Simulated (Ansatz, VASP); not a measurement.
**Cd in VASP and in Ansatz**

Contents of INCAR:

```
PREC = Accurate
ENCUT = 540
EDIFF = 1E-6
ISMEAR = -1
SIGMA = 0.1
LREAL = False
LASPH = True
NELM = 120
ALGO = Normal
ISIF = 2
LWAVE = False
LCHARG = False
GGA = CA
NBANDS = 16
GGA_COMPAT = False
```

KPOINTS

```
Automatic mesh
0
Gamma
  14 14 14
```

Contents of POSCAR:

```
Cd
1.0
    0.0000000000      2.0938732110      2.0938732110
    2.0938732110      0.0000000000      2.0938732110
    2.0938732110      2.0938732110      0.0000000000
Cd
1
Direct
    0.0000000000      0.0000000000      0.0000000000
```

Input for Ansatz:

```yaml
crystal:
  lattice:
    - [0.0, 2.093873211, 2.093873211]
    - [2.093873211, 0.0, 2.093873211]
    - [2.093873211, 2.093873211, 0.0]
  atoms:
    - { symbol: Cd, position: [0.0, 0.0, 0.0] }
hamiltonian:
  xc: lda
  pseudopotentials:
    kind: paw
    azcp:
      Cd: "pseudopotentials/Cd.paw.azcp"
basis:
  ecutwfc: 420
  fft_grid_basis: typed
kpoints:
  mp_grid: { grid: [14, 14, 14], shift: [0, 0, 0] }
magnetization:
  spin_polarized: false
scf:
  occupations: { method: fermi_dirac, width: 0.1 }
  lower_state_search: "off"
output:
  stress: true
```

Alike in both runs: task single point; functional LDA; k mesh 14 × 14 × 14; occupations fermi-dirac, width 0.1 eV; no spin polarisation.

|  | VASP | Ansatz |
| --- | --- | --- |
| version | VASP 6.6.1 | Ansatz 0.2.0 |
| potentials or method | VASP PAW LDA potentials, release 64 (Cd_sv_GW), cutoff 540 eV | plane waves (420 eV) with PAW, scalar-relativistic |
| valence electrons in the cell | 20 | 20 |

```csv
,VASP,Ansatz,Ansatz less VASP
pressure (GPa),5.1,7.4,+2.32
```

Ansatz warns that its potentials were made for another functional, while VASP's fit it. LDA's correlation is that of Perdew and Zunger in VASP and of Perdew and Wang (1992) in Ansatz.
